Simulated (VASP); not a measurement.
Set up this calculation in VASP 6.6.1, as the native input.

| Item | Value |
| --- | --- |
| Task | single point |
| Functional | PBEsol |
| Potentials or basis | VASP PAW PBE potentials, release 64 (Ag, I) |
| Cutoff | 500 eV |
| k mesh | 8 × 8 × 8 |
| Occupations | gaussian, width 0.01 eV |
| Spin | no spin polarisation |
| Dipole correction | no |
| Further INCAR settings | ALGO = Normal; EDIFF = 1e-06; NBANDS = 16 |

The structure of AgI lies in POSCAR:

```
AgI
1.0
    0.0000000000      3.2250958134      3.2250958134
    3.2250958134      0.0000000000      3.2250958134
    3.2250958134      3.2250958134      0.0000000000
Ag I
1 1
Direct
    0.0000000000      0.0000000000      0.0000000000
    0.7500000000      0.7500000000      0.7500000000
```

These files were run (other wordings do the same):

INCAR

```
PREC = Accurate ; ENCUT = 500
EDIFF = 1E-6 ; ISMEAR = 0
SIGMA = 0.01 ; LREAL = F
LASPH = T ; NELM = 120
ALGO = Normal ; ISIF = 2
LWAVE = F ; LCHARG = T
GGA = PS ; LELF = T
LVHAR = T ; NBANDS = 16
GGA_COMPAT = F
```

KPOINTS

```
regular mesh
0
Gamma
  8 8 8
```

Potentials or basis: VASP PAW PBE potentials, release 64 (Ag, I).

Command:

```bash
$ cat potpaw_PBE.64/Ag/POTCAR potpaw_PBE.64/I/POTCAR > POTCAR
$ mpirun -np 1 vasp_std > vasp.out
```

Results of the run:

```json
{"Pressure": "0.0 GPa", "Band gap on the k mesh": "1.20 eV, direct"}
```

Caveat: the PAW data sets were made with another functional, which shifts forces and pressure a little; spin-orbit coupling is left out, which moves the levels of the heavy elements.

Run time: 14 s on 1 thread of Intel(R) Xeon(R) 6975P-C (Granite Rapids) (shared host), peak memory 0.21 GiB.
